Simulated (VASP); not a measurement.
# MgO (Periclase) (Fm-3m) in VASP: further runs

The runs below take MgO (Periclase) through single point, with revPBE.

All numbers are computed with VASP 6.6.1; they aren't measurements. Logs are shortened: lines on timing, memory, paths and dates and some standing lists are left out, and cuts for length are marked.

**The experiment to reproduce.**

From “Electronic structure of alkaline earth and post-transition metal oxides”, 2009, arxiv:0908.1581, for a bulk crystal of MgO: band gap 7.83 eV.

The runs below are set against these values where they give the same quantity.

### 1 The cell of the first run

The structure is cubic, space group Fm-3m (No. 225). The conventional cell has a = 4.041 Å, b = 4.041 Å, c = 4.041 Å, α = 90.00°, β = 90.00°, γ = 90.00°. Mg (site symmetry m-3m) has 6 O at 2.02 Å within 2.7 Å. O (site symmetry m-3m) has 6 Mg at 2.02 Å within 2.7 Å.

### 2 Single point, revPBE

Contents of INCAR:

```
PREC = Accurate
ENCUT = 600
EDIFF = 1E-6
ISMEAR = 0
SIGMA = 0.01
LREAL = F
LASPH = T
NELM = 120
ALGO = Normal
ISIF = 2
LWAVE = F
LCHARG = F
GGA = RE
NBANDS = 11
GGA_COMPAT = F
```

Contents of KPOINTS:

```
Automatic mesh
0
Gamma
  8 8 8
```

Contents of POSCAR:

```
MgO
1.0
    0.0000000000      2.0205417537      2.0205417537
    2.0205417537      0.0000000000      2.0205417537
    2.0205417537      2.0205417537      0.0000000000
Mg O
1 1
Direct
    0.0000000000      0.0000000000      0.0000000000
    0.5000000000      0.5000000000      0.5000000000
```

Potentials or basis: VASP PAW PBE potentials, release 64 (Mg, O).

Launch:

```sh
cat potpaw_PBE.64/Mg/POTCAR potpaw_PBE.64/O/POTCAR > POTCAR
mpirun -np 1 vasp_std > vasp.out
```

OUTCAR:

```text
PREC = Accurate
   ENCUT = 600
   EDIFF = 1E-6
   ISMEAR = 0
   LREAL = F
   LASPH = T
   NELM = 120
   ISIF = 2
   GGA = RE

 ion  position               nearest neighbor table
   1  0.000  0.000  0.000-   2 2.02   2 2.02   2 2.02   2 2.02   2 2.02   2 2.02
   2  0.500  0.500  0.500-   1 2.02   1 2.02   1 2.02   1 2.02   1 2.02   1 2.02

  LATTYP: Found a face centered cubic cell.
 ALAT       =     4.0410835074

  Lattice vectors:

 A1 = (   0.0000000000,   2.0205417537,   2.0205417537)
 A2 = (   2.0205417537,   0.0000000000,   2.0205417537)
 A3 = (   2.0205417537,   2.0205417537,   0.0000000000)

Analysis of symmetry for initial positions (statically):
=====================================================================
 Subroutine PRICEL returns:
 Original cell was already a primitive cell.

 Routine SETGRP: Setting up the symmetry group for a
 face centered cubic supercell.

 Subroutine GETGRP returns: Found 48 space group operations
 (whereof 48 operations were pure point group operations)
 out of a pool of 48 trial point group operations.

The static configuration has the point symmetry O_h .

Analysis of symmetry for dynamics (positions and initial velocities):
=====================================================================
 Subroutine PRICEL returns:
 Original cell was already a primitive cell.

 Routine SETGRP: Setting up the symmetry group for a
 face centered cubic supercell.

 Subroutine GETGRP returns: Found 48 space group operations
 (whereof 48 operations were pure point group operations)
 out of a pool of 48 trial point group operations.

The dynamic configuration has the point symmetry O_h .

 Subroutine INISYM returns: Found 48 space group operations
 (whereof 48 operations are pure point group operations),
 and found     1 'primitive' translations

----------------------------------------------------------------------------------------

                                     Primitive cell

  volume of cell :      16.4981

  direct lattice vectors                    reciprocal lattice vectors
     0.000000000  2.020541754  2.020541754    -0.247458385  0.247458385  0.247458385
     2.020541754  0.000000000  2.020541754     0.247458385 -0.247458385  0.247458385
     2.020541754  2.020541754  0.000000000     0.247458385  0.247458385 -0.247458385

  length of vectors
     2.857477551  2.857477551  2.857477551     0.428610496  0.428610496  0.428610496

  position of ions in fractional coordinates (direct lattice)
[... 8 lines left out ...]
----------------------------------------------------------------------------------------

 KPOINTS: Automatic mesh

Automatic generation of k-mesh.
 Grid dimensions read from file:
 generate k-points for:    8    8    8

 Generating k-lattice:

  Cartesian coordinates                     Fractional coordinates (reciprocal lattice)
    -0.030932298  0.030932298  0.030932298     0.125000000  0.000000000  0.000000000
     0.030932298 -0.030932298  0.030932298     0.000000000  0.125000000  0.000000000
     0.030932298  0.030932298 -0.030932298     0.000000000  0.000000000  0.125000000

  Length of vectors
     0.053576312  0.053576312  0.053576312

  Shift w.r.t. Gamma in fractional coordinates (k-lattice)
     0.000000000  0.000000000  0.000000000

 Subroutine IBZKPT returns following result:
 ===========================================

 Found     29 irreducible k-points:

 Following reciprocal coordinates:
            Coordinates               Weight
  0.000000  0.000000  0.000000      1.000000
  0.125000  0.000000  0.000000      8.000000
  0.250000  0.000000  0.000000      8.000000
  0.375000  0.000000  0.000000      8.000000
  0.500000  0.000000  0.000000      4.000000
  0.125000  0.125000  0.000000      6.000000
[... 16 lines left out ...]
  0.500000  0.250000  0.125000     48.000000
 -0.375000  0.250000  0.125000     24.000000
 [... further k-points ...]
   k-points           NKPTS =     29   k-points in BZ     NKDIM =     29   number of bands    NBANDS=     11
   number of dos      NEDOS =    301   number of ions     NIONS =      2
   total plane-waves  NPLWV =  13824
   dimension x,y,z NGX =    24 NGY =   24 NGZ =   24
   dimension x,y,z NGXF=    48 NGYF=   48 NGZF=   48
   ions per type =               1   1
   NGX,Y,Z   is equivalent  to a cutoff of  13.96, 13.96, 13.96 a.u.
   NGXF,Y,Z  is equivalent  to a cutoff of  27.93, 27.93, 27.93 a.u.
 SYSTEM =  unknown system
   PREC   = accura    normal or accurate (medium, high low for compatibility)
   ISTART =      0    job   : 0-new  1-cont  2-samecut
   ICHARG =      2    charge: 1-file 2-atom 10-const
   ISPIN  =      1    spin polarized calculation?
   LNONCOLLINEAR =      F non collinear calculations
   LSORBIT =      F    spin-orbit coupling
   LASPH  =      T    aspherical Exc in radial PAW
   ENCUT  =  600.0 eV  44.10 Ry    6.64 a.u.   5.71  5.71  5.71*2*pi/ulx,y,z
   NELM   =    120;   NELMIN=  2; NELMDL= -5     # of ELM steps
   EDIFF  = 0.1E-05   stopping-criterion for ELM
   LREAL  =      F    real-space projection
   EDIFFG = 0.1E-04   stopping-criterion for IOM
   NSW    =      0    number of steps for IOM
   IBRION =     -1    ionic relax: 0-MD 1-quasi-New 2-CG
   NFREE  =      0    steps in history (QN), initial steepest desc. (CG)
   ISIF   =      2    stress and relaxation
   ISYM   =      2    0-nonsym 1-usesym 2-fastsym
   POTIM  = 0.5000    time-step for ionic-motion
   TEBEG  =    0.0;   TEEND  =   0.0 temperature during run
   PSTRESS=    0.0 pullay stress
   NELECT =       8.0000    total number of electrons
   NUPDOWN=      -1.0000    fix difference up-down
   EMIN   =  10.00;   EMAX   =-10.00  energy-range for DOS
   EFERMI =   0.00;   METHOD = LEGACY
   ISMEAR =     0;   SIGMA  =   0.01  broadening in eV -4-tet -1-fermi 0-gaus
   EFERMI_NEDOS =   21; number of points for ismear=-14 and -15
   IALGO  =     38    algorithm
   IMIX   =      4    mixing-type and parameters
     AMIX     =   0.40;   BMIX     =  1.00
     AMIX_MAG =   1.60;   BMIX_MAG =  1.00
  volume/ion in A,a.u.               =       8.25        55.67
  Fermi-wavevector in a.u.,A,eV,Ry     =   1.286156  2.430483 22.506722  1.654197
  Thomas-Fermi vector in A             =   2.418247
   LORBIT       =      0    0 simple, 1 ext, 2 COOP (PROOUT), +10 PAW based schemes
   GGA     = RE    functional components
   LHFCALC =     F    Hartree Fock is set to
   AEXX    =    0.0000 exact exchange contribution
   IVDW    =     0    specifies the selected vdW correction
   LEPSILON=     F    determine dielectric tensor
   LRPA    =     F    only Hartree local field effects (RPA)
 non-spin polarized calculation
 Gauss-broadening in eV      SIGMA  =   0.01
  energy-cutoff  :      600.00
  volume of cell :       16.50
 maximum number of plane-waves:       568
   NGX = 11   NGY = 11   NGZ = 11

 number of electron       7.9999999 magnetization

 Free energy of the ion-electron system (eV)
  ---------------------------------------------------
  ext. energy  EPLUGINS =         0.00000000
  ---------------------------------------------------
  free energy    TOTEN  =       -11.03202728 eV

  energy without entropy =      -11.03202728  energy(sigma->0) =      -11.03202728

 E-fermi :   4.4481     XC(G=0): -11.5164

 val. band max:        4.3007223938   @ k =   0.0000   0.0000   0.0000
 cond. band min:      10.4127826952   @ k =   0.0000   0.0000   0.0000
 fundamental gap:      6.1120603013
 Fermi energy:         4.4481426366

 k-point     1 :       0.0000    0.0000    0.0000
  band No.  band energies     occupation
      1     -13.7018      2.00000
      2       4.3007      2.00000
      3       4.3007      2.00000
      4       4.3007      2.00000
      5      10.4128      0.00000
      6      20.9038      0.00000
      7      20.9038      0.00000
      8      20.9038      0.00000
      9      25.1195      0.00000
     10      27.0885      0.00000
     11      27.0885      0.00000

 k-point     2 :       0.1250    0.0000    0.0000
  band No.  band energies     occupation
      1     -13.5027      2.00000
      2       3.3042      2.00000
      3       4.1732      2.00000
      4       4.1732      2.00000
      5      11.3064      0.00000
      6      19.1721      0.00000
      7      21.3398      0.00000
      8      21.3398      0.00000
      9      26.3362      0.00000
     10      26.3362      0.00000
     11      27.6979      0.00000

 k-point     3 :       0.2500    0.0000    0.0000
  band No.  band energies     occupation
      1     -12.9799      2.00000
      2       1.4128      2.00000
      3       3.8803      2.00000
      4       3.8803      2.00000
      5      12.6713      0.00000
      6      17.7787      0.00000
      7      22.0937      0.00000
      8      22.0937      0.00000
      9      25.9783      0.00000
     10      25.9783      0.00000
     11      28.6034      0.00000

 k-point     4 :       0.3750    0.0000    0.0000
  band No.  band energies     occupation
      1     -12.3776      2.00000
      2      -0.2118      2.00000
      3       3.6062      2.00000
      4       3.6062      2.00000
      5      13.1154      0.00000
      6      18.0258      0.00000
      7      22.1605      0.00000
      8      22.1605      0.00000
      9      27.3653      0.00000
     10      27.3653      0.00000
     11      27.7391      0.00000
[... 239 lines left out ...]
 k-point    22 :       0.3750    0.2500    0.1250
  band No.  band energies     occupation
      1     -12.6057      2.00000
      2       0.9968      2.00000
      3       2.9778      2.00000
      4       3.5672      2.00000
      5      14.2009      0.00000
      6      16.3806      0.00000
      7      20.9657      0.00000
      8      23.4837      0.00000
      9      23.7071      0.00000
     10      28.3761      0.00000
     11      32.5224      0.00000

 k-point    23 :       0.5000    0.2500    0.1250
  band No.  band energies     occupation
      1     -12.1312      2.00000
      2       0.1764      2.00000
      3       2.3207      2.00000
      4       3.2751      2.00000
      5      14.9440      0.00000
      6      16.9489      0.00000
      7      19.8183      0.00000
      8      23.1514      0.00000
      9      25.5144      0.00000
     10      28.5198      0.00000
     11      32.6493      0.00000

 k-point    24 :      -0.3750    0.2500    0.1250
  band No.  band energies     occupation
      1     -11.9169      2.00000
      2      -0.1828      2.00000
      3       2.0854      2.00000
      4       3.1408      2.00000
      5      14.9579      0.00000
      6      17.7496      0.00000
      7      19.3956      0.00000
      8      22.9147      0.00000
      9      26.4690      0.00000
     10      28.2499      0.00000
     11      32.7252      0.00000

 [... further k-points ...]

------------------------ aborting loop because EDIFF is reached ----------------------------------------

  FORCE on cell =-STRESS in cart. coord.  units (eV):
  Direction    XX          YY          ZZ          XY          YZ          ZX
  --------------------------------------------------------------------------------------
  -------------------------------------------------------------------------------------
  Total        3.5999486      3.5999486      3.5999486      0.0000000      0.0000000      0.0000000
  in kB      349.6015896    349.6015896    349.6015896      0.0000000      0.0000000      0.0000000
  external PRESSURE =     349.6015896 kB  Pullay stress =       0.0000000 kB

 VOLUME and BASIS-vectors are now :
 -----------------------------------------------------------------------------
  energy-cutoff  :      600.00
  volume of cell :       16.50
      direct lattice vectors                 reciprocal lattice vectors
     0.000000000  2.020541754  2.020541754    -0.247458385  0.247458385  0.247458385
     2.020541754  0.000000000  2.020541754     0.247458385 -0.247458385  0.247458385
     2.020541754  2.020541754  0.000000000     0.247458385  0.247458385 -0.247458385

 POSITION                                       TOTAL-FORCE (eV/Angst)
 -----------------------------------------------------------------------------------
      0.00000      0.00000      0.00000         0.000000      0.000000      0.000000
      2.02054      2.02054      2.02054        -0.000000     -0.000000      0.000000
 -----------------------------------------------------------------------------------
    total drift:                               -0.000000     -0.000000      0.000000

  FREE ENERGIE OF THE ION-ELECTRON SYSTEM (eV)
  ---------------------------------------------------
  free  energy   TOTEN  =       -11.0320272807 eV

  energy  without entropy=      -11.0320272807  energy(sigma->0) =      -11.03202728
```

Run time: 4.6 s. Hardware: 1 thread of AMD EPYC 9R45 (Zen 5), shared host; peak memory 0.11 GiB.

Results:

| Quantity | Value |
| --- | --- |
| Free energy | -11.0320 eV |
| Pressure | 35.0 GPa |
| Band gap on the k mesh | 6.11 eV, direct |

Levels at points of the mesh, in eV from the valence-band top:
```
           k point  band 1  band 2  band 3  band 4  band 5  band 6  band 7  band 8
(0.00, 0.00, 0.00)  -18.00    0.00    0.00    0.00    6.11   16.60   16.60   16.60
(0.50, 0.00, 0.00)  -16.40   -5.16   -0.80   -0.80    8.79   14.17   17.75   17.75
(0.50, 0.50, 0.00)  -16.10   -4.60   -1.52   -1.52    9.33   11.55   14.58   21.11
```

Caveat: the PAW data sets were made with another functional, which shifts forces and pressure a little. revPBE gaps usually lie below the measured ones, often by a third to a half.

(Part 1 of 2 ends here.)
